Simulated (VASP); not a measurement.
Crystal: Zn2C.

```xyz
3
Lattice="0.0000 2.6043 2.6043 2.6043 0.0000 2.6043 2.6043 2.6043 0.0000" Properties=species:S:1:pos:R:3 pbc="T T T"
C     0.0000    0.0000    0.0000
Zn    1.3021    1.3021    1.3021
Zn    3.9064    3.9064    3.9064
```

- Program: VASP 6.6.1
- Task: relaxation of cell and atoms
- Functional: PBEsol
- Potentials or basis: VASP PAW PBE potentials, release 64 (C, Zn)
- Cutoff: 600 eV
- k mesh: 8 × 8 × 8
- Occupations: fermi-dirac, width 0.02 eV
- Spin: no spin polarisation

At the start: pressure -5.7 GPa; volume 11.78 Å³/atom.

**Question.** Where does the relaxation end?

**Answer.** Over 3 steps the energy falls by 8.9 meV/atom and the volume is 11.29 Å³/atom (-4.1 %); space group Fm-3m (No. 225, to 0.05 Å).

The path:
| step | energy change (eV) | largest force (eV/Å) | pressure (GPa) | volume (Å³) |
| --- | --- | --- | --- | --- |
| 1 | 0.0000 | 0.0000 | -5.68 | 35.33 |
| 2 | -0.0211 | 0.0000 | 2.93 | 33.23 |
| 3 | -0.0268 | 0.0000 | 0.00 | 33.87 |

Final structure:
```cif
data_structure
_symmetry_space_group_name_H-M 'P 1'
_symmetry_Int_Tables_number 1
_cell_length_a 3.6317
_cell_length_b 3.6317
_cell_length_c 3.6317
_cell_angle_alpha 60.000
_cell_angle_beta 60.000
_cell_angle_gamma 60.000
_cell_volume 33.87
loop_
_atom_site_label
_atom_site_type_symbol
_atom_site_fract_x
_atom_site_fract_y
_atom_site_fract_z
_atom_site_occupancy
C1 C 0.00000 0.00000 0.00000 1
Zn1 Zn 0.25000 0.25000 0.25000 1
Zn2 Zn 0.75000 0.75000 0.75000 1
```

Caveat: the PAW data sets were made with another functional, which shifts forces and pressure a little.
